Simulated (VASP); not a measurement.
# Rh (P6/mmm) in VASP: a series of runs, part 2 of 2

VASP 6.6.1. Earlier steps stand in the parts before.

### 3 Single point, RPBE (volume scaled by 0.92)

INCAR

```
SYSTEM = Rh
PREC     = Accurate       ! precision mode
ENCUT    = 520            ! plane-wave cutoff, eV
EDIFF    = 1E-6           ! SCF threshold, eV
ISMEAR   = -1             ! smearing method
SIGMA    = 0.1            ! smearing width, eV
LREAL    = .FALSE.        ! projectors in reciprocal space
LASPH    = .TRUE.         ! aspherical terms in the spheres
NELM     = 100            ! most SCF steps
ALGO     = Normal         ! electronic algorithm
ISIF     = 2              ! what is computed and relaxed
LWAVE    = .FALSE.        ! write WAVECAR
LCHARG   = .FALSE.        ! write CHGCAR
GGA      = RP             ! functional
NBANDS   = 30             ! bands
```

KPOINTS

```
Automatic mesh
0
G
  9 9 13
  0 0 0
```

POSCAR

```
Rh
1.0
    4.2466452135      0.0000000000      0.0000000000
   -2.1233226068      3.6777026357      0.0000000000
    0.0000000000      0.0000000000      2.6069746773
Rh
3
Direct
    0.0000000000      0.0000000000      0.0000000000
    0.3333333333      0.6666666667      0.5000000000
    0.6666666667      0.3333333333      0.5000000000
```

Potentials or basis: VASP PAW PBE potentials, release 64 (Rh_pv).

On the command line:

```console
cat potpaw_PBE.64/Rh_pv/POTCAR > POTCAR
mpirun -np 1 vasp_std > vasp.out
```

Wall time 40 s (1 thread of Intel Xeon Platinum 8375C at 2.90GHz (Ice Lake), shared host); peak memory 0.2 GiB.

The run converged. Its results:

* Free energy: -19.0762 eV
* Pressure: 22.8 GPa

Stress tensor (GPa, compression positive):
```
23.74  0.00  0.00
 0.00 23.74  0.00
 0.00  0.00 20.82
```

Levels at points of the mesh, in eV from the Fermi level:
| k point | band 21 | band 22 | band 23 | band 24 | band 25 | band 26 |
| --- | --- | --- | --- | --- | --- | --- |
| (0.00, 0.00, 0.00) | -1.75 | -1.67 | -1.67 | 0.80 | 0.80 | 8.71 |

Caveat: the cell differs from its parent crystal (volume scaled by 0.92); the PAW data sets were made with another functional, which shifts forces and pressure a little.

### 4 Single point, RPBE (volume scaled by 0.96)

INCAR

```
  ALGO = Normal
  EDIFF = 1E-6
  ENCUT = 520
  GGA = RP
  ISIF = 2
  ISMEAR = -1
  LASPH = T
  LCHARG = F
  LREAL = F
  LWAVE = F
  NBANDS = 30
  NELM = 80
  PREC = Accurate
  SIGMA = 0.1
```

KPOINTS

```
k-points
0
Gamma
  9 9 13
```

POSCAR

```
Rh
1.0
    4.3073197711      0.0000000000      0.0000000000
   -2.1536598856      3.7302483440      0.0000000000
    0.0000000000      0.0000000000      2.6442222050
Rh
3
Direct
    0.0000000000      0.0000000000      0.0000000000
    0.3333333333      0.6666666667      0.5000000000
    0.6666666667      0.3333333333      0.5000000000
```

On the command line:

```console
cat potpaw_PBE.64/Rh_pv/POTCAR > POTCAR
mpirun -np 1 vasp_std > vasp.out
```

Wall time 39 s (1 thread of Intel Xeon Platinum 8375C at 2.90GHz (Ice Lake), shared host); peak memory 0.2 GiB.

The run converged. Its results:

```yaml
Free_energy: -19.2557 eV
Pressure: 10.0 GPa
```

Stress tensor (GPa, compression positive):
```
10.57  0.00  0.00
 0.00 10.57  0.00
 0.00  0.00  8.81
```

Levels at points of the mesh, in eV from the Fermi level:
| k point | band 19 | band 20 | band 21 | band 22 | band 23 | band 24 | band 25 | band 26 | band 27 | band 28 |
| --- | --- | --- | --- | --- | --- | --- | --- | --- | --- | --- |
| (0.00, 0.00, 0.00) | -2.43 | -1.63 | -1.63 | -1.56 | -1.56 | 0.74 | 0.74 | 8.41 | 8.41 | 8.42 |

Caveat: the cell differs from its parent crystal (volume scaled by 0.96); the PAW data sets were made with another functional, which shifts forces and pressure a little.

### 5 Single point, RPBE

This run uses another cell than the first one, of 14.75 Å³/atom, 1.136 times its volume.

INCAR

```
SYSTEM = Rh
PREC = Accurate ; ENCUT = 520
EDIFF = 1E-6 ; ISMEAR = -1
SIGMA = 0.1 ; LREAL = .False.
LASPH = .True. ; NELM = 80
ALGO = Normal ; ISIF = 2
LWAVE = .False. ; LCHARG = .False.
GGA = RP ; NBANDS = 30
```

KPOINTS

```
regular mesh
0
Gamma
  9 9 12
  0 0 0
```

POSCAR

```
Rh
1.0
    4.3663314846      0.0000000000      0.0000000000
   -2.1831657423      3.7813539870      0.0000000000
    0.0000000000      0.0000000000      2.6804489287
Rh
3
Direct
    0.0000000000      0.0000000000      0.0000000000
    0.3333333333      0.6666666667      0.5000000000
    0.6666666667      0.3333333333      0.5000000000
```

On the command line:

```console
cat potpaw_PBE.64/Rh_pv/POTCAR > POTCAR
mpirun -np 1 vasp_std > vasp.out
```

It took 40 s on 1 thread of Intel Xeon Platinum 8375C at 2.90GHz (Ice Lake), shared host; peak memory 0.2 GiB.

It converged, with:

```
Free energy : -19.3015 eV
Pressure    : 0.1 GPa
```

Levels at points of the mesh, in eV from the Fermi level:
```csv
k point,band 19,band 20,band 21,band 22,band 23,band 24,band 25,band 26,band 27,band 28
"(0.00, 0.00, 0.00)",-2.27,-1.52,-1.52,-1.44,-1.44,0.70,0.70,8.14,8.14,8.16
"(0.00, 0.00, 0.50)",-2.12,-0.05,-0.05,0.33,0.33,1.40,2.64,3.45,9.50,10.22
```

Caveat: the PAW data sets were made with another functional, which shifts forces and pressure a little.

### 6 Single point, RPBE

This run uses another cell than the first one, of 14.75 Å³/atom, 1.136 times its volume.

INCAR

```
PREC = Accurate
ENCUT = 520
EDIFF = 1E-7
ISMEAR = -1
SIGMA = 0.1
LREAL = False
LASPH = True
NELM = 100
ALGO = Normal
ISIF = 2
LWAVE = False
LCHARG = False
GGA = RP
NBANDS = 30
```

KPOINTS

```
regular mesh
0
Gamma
  9 9 13
```

POSCAR is that of step 5.

Potentials or basis: VASP PAW PBE potentials, release 64 (Rh_pv).

On the command line:

```console
cat potpaw_PBE.64/Rh_pv/POTCAR > POTCAR
mpirun -np 1 vasp_std > vasp.out
```

OUTCAR:

```text
PREC = Accurate
   ENCUT = 520
   EDIFF = 1E-7
   ISMEAR = -1
   LREAL = False
   LASPH = True
   NELM = 100
   ISIF = 2
   GGA = RP

 ion  position               nearest neighbor table
   1  0.000  0.000  0.000-   2 2.86   3 2.86   2 2.86   3 2.86   2 2.86   2 2.86   3 2.86   3 2.86
                             3 2.86   3 2.86   2 2.86   2 2.86
   2  0.333  0.667  0.500-   3 2.52   3 2.52   3 2.52   1 2.86   1 2.86   1 2.86   1 2.86   1 2.86
                             1 2.86
   3  0.667  0.333  0.500-   2 2.52   2 2.52   2 2.52   1 2.86   1 2.86   1 2.86   1 2.86   1 2.86
                             1 2.86

[... 989 lines left out ...]
  Direction    XX          YY          ZZ          XY          YZ          ZX
  --------------------------------------------------------------------------------------
  -------------------------------------------------------------------------------------
  Total        0.0902398      0.0902398     -0.1404386      0.0000000     -0.0000000      0.0000000
  in kB        3.2669098      3.2669098     -5.0842332      0.0000000     -0.0000000      0.0000000
  external PRESSURE =       0.4831955 kB  Pullay stress =       0.0000000 kB

 VOLUME and BASIS-vectors are now :
 -----------------------------------------------------------------------------
  energy-cutoff  :      520.00
  volume of cell :       44.26
      direct lattice vectors                 reciprocal lattice vectors
     4.366331485  0.000000000  0.000000000     0.229025213  0.132227769  0.000000000
    -2.183165742  3.781353987  0.000000000     0.000000000  0.264455537  0.000000000
     0.000000000  0.000000000  2.680448929     0.000000000  0.000000000  0.373071835

 POSITION                                       TOTAL-FORCE (eV/Angst)
 -----------------------------------------------------------------------------------
      0.00000      0.00000      0.00000        -0.000000      0.000000      0.000000
     -0.00000      2.52090      1.34022        -0.000000      0.000000     -0.000000
      2.18317      1.26045      1.34022         0.000000     -0.000000      0.000000
 -----------------------------------------------------------------------------------
    total drift:                               -0.000000      0.000000      0.000000

  FREE ENERGIE OF THE ION-ELECTRON SYSTEM (eV)
  ---------------------------------------------------
  free  energy   TOTEN  =       -19.3100847018 eV

  energy  without entropy=      -19.1132516740  energy(sigma->0) =      -19.21166819
```

stdout:

```text
POSCAR found type information on POSCAR Rh
 POSCAR found :  1 types and       3 ions
 scaLAPACK will be used
 -----------------------------------------------------------------------------
|                                                                             |
|                                                                             |
|     You enforced a specific xc type in the INCAR file but a different       |
|     I HOPE YOU KNOW WHAT YOU ARE DOING!                                     |
|                                                                             |
 -----------------------------------------------------------------------------

 LDA part: xc-table for (Slater+PW92), standard interpolation
 POSCAR, INCAR and KPOINTS ok, starting setup
 FFT: planning ... GRIDC
 FFT: planning ... GRID_SOFT
 FFT: planning ... GRID
 WAVECAR not read
 entering main loop
```

Wall time 70 s (1 thread of Intel Xeon Platinum 8375C at 2.90GHz (Ice Lake), shared host); peak memory 0.2 GiB.

What came out:

```yaml
Free_energy: -19.3101 eV
Pressure: 0.0 GPa
```

Levels at points of the mesh, in eV from the Fermi level:
```tsv
k point	band 19	band 20	band 21	band 22	band 23	band 24	band 25	band 26	band 27	band 28
(0.00, 0.00, 0.00)	-2.27	-1.52	-1.52	-1.45	-1.45	0.69	0.69	8.14	8.14	8.15
```

Caveat: the PAW data sets were made with another functional, which shifts forces and pressure a little.

### 7 The runs side by side

| cell | k mesh | gap on the mesh (eV) | pressure (GPa) |
| --- | --- | --- | --- |
| a = 4.184, b = 4.184, c = 2.569 Å, angles 90.0, 90.0, 120.0°, 3 atoms | 9 × 9 × 13 | none | 39.2 |
| a = 4.247, b = 4.247, c = 2.607 Å, angles 90.0, 90.0, 120.0°, 3 atoms | 9 × 9 × 13 | none | 22.8 |
| a = 4.307, b = 4.307, c = 2.644 Å, angles 90.0, 90.0, 120.0°, 3 atoms | 9 × 9 × 13 | none | 10.0 |
| a = 4.366, b = 4.366, c = 2.680 Å, angles 90.0, 90.0, 120.0°, 3 atoms | 9 × 9 × 12 | none | 0.1 |
| a = 4.366, b = 4.366, c = 2.680 Å, angles 90.0, 90.0, 120.0°, 3 atoms | 9 × 9 × 13 | none | 0.0 |

Alike in all rows: task single point; level RPBE; potentials or basis VASP PAW PBE potentials, release 64 (Rh_pv); no spin polarisation; cutoff (eV) 520; smearing fermi-dirac 0.1 eV.

Caveats: the PAW data sets were made with another functional, which shifts forces and pressure a little.

Absolute energies hang on the potentials; compare differences alone.
